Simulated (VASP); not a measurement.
Runs of VASP 6.6.1 on Pt. The structure is tetragonal, space group I4/mmm (No. 139). The conventional cell has a = 3.105 Å, b = 3.105 Å, c = 5.212 Å, α = 90.00°, β = 90.00°, γ = 90.00°. Within 4.1 Å of Pt (site symmetry 4/mmm) lie 12 Pt at 3.10 to 3.41 Å. 

```tsv
level	potentials or basis	U	cutoff (eV)	smearing	second run	gap on the mesh (eV)	pressure (GPa)
PBE	VASP PAW PBE potentials, release 64 (Pt)	-	520	fermi-dirac 0.1 eV	-	none	-29.2
PBE+U	VASP PAW PBE potentials, release 64 (Pt_sv_GW)	Pt d U = 8.0 eV	500	fermi-dirac 0.1 eV	valence_matched	none	-21.5
PBE	VASP PAW PBE potentials, release 64 (Pt)	-	520	methfessel-paxton 0.025 eV	-	none	(a)
PBE+U	VASP PAW PBE potentials, release 64 (Pt)	Pt d U = 8.0 eV	520	fermi-dirac 0.1 eV	-	none	-22.6
```

Alike in all rows: task single point; no spin polarisation; cell as given; k mesh 7 × 7 × 7.

Problem. Fill in the values left out.

Solution. (a) -29.5.

Caveats: spin-orbit coupling is left out, which moves the levels of the heavy elements; U without spin polarisation on a metal has little footing (some runs); the U is typed as a test and isn't derived for this compound (some runs).

A k mesh can miss the band edges, and the runs leave out spin-orbit coupling on Pt.

A gap of «none» marks levels without a gap at the run's occupations.

The runs don't all hold the same shells in valence.
